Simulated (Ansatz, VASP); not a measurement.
Sc: VASP beside Ansatz

The input INCAR:

```
SYSTEM = Sc
PREC     = Accurate       ! precision mode
ENCUT    = 520            ! plane-wave cutoff, eV
EDIFF    = 1E-7           ! SCF threshold, eV
ISMEAR   = -1             ! smearing method
SIGMA    = 0.1            ! smearing width, eV
LREAL    = .False.        ! projectors in reciprocal space
LASPH    = .True.         ! aspherical terms in the spheres
NELM     = 100            ! most SCF steps
ALGO     = Normal         ! electronic algorithm
ISIF     = 2              ! what is computed and relaxed
LWAVE    = .False.        ! write WAVECAR
LCHARG   = .False.        ! write CHGCAR
GGA      = PE             ! functional
NBANDS   = 12             ! bands
```

KPOINTS

```
regular mesh
0
Gamma
  15 15 14
  0 0 0
```

POSCAR

```
Sc
1.0
    2.7938789358      0.0000000000      0.0000000000
   -1.3969394679      2.4195701335      0.0000000000
    0.0000000000      0.0000000000      2.5499284700
Sc
1
Direct
    0.0000000000      0.0000000000      0.0000000000
```

Input for Ansatz:

```yaml
crystal:
  lattice:
    - [2.7938789358, 0.0, 0.0]
    - [-1.3969394679, 2.4195701335, 0.0]
    - [0.0, 0.0, 2.54992847]
  atoms:
    - { symbol: Sc, position: [0.0, 0.0, 0.0] }
kpoints:
  mp_grid: { grid: [15, 15, 14] }
scf:
  occupations: { method: fermi_dirac, width: 0.1 }
hamiltonian:
  xc: pbe
  pseudopotentials: { kind: all_electron, lapw: { basis_error: 0.001 } }
output:
  forces: true
  stress: true
  eigenvalues: true
  populations: true
```

Change from the starting cell: volume scaled by 0.68, LAPW.

Alike in both runs: task single point; functional PBE; k mesh 15 × 15 × 14; occupations fermi-dirac, width 0.1 eV; no spin polarisation.

```csv
,VASP,Ansatz
version,VASP 6.6.1,Ansatz 0.2.0
potentials or method,"VASP PAW PBE potentials, release 64 (Sc_sv), cutoff 520 eV","all-electron LAPW, scalar-relativistic"
```

|  | VASP | Ansatz | Ansatz less VASP |
| --- | --- | --- | --- |
| pressure (GPa) | 30.3 | 30.0 | -0.36 |
| traceless stress, the component that is largest in VASP (GPa) | 0.27 | 0.08 | -0.193 |

Both programs put the cell under a high pressure, so it lies far from rest at this level. Ansatz ran all-electron here, and VASP with PAW potentials.
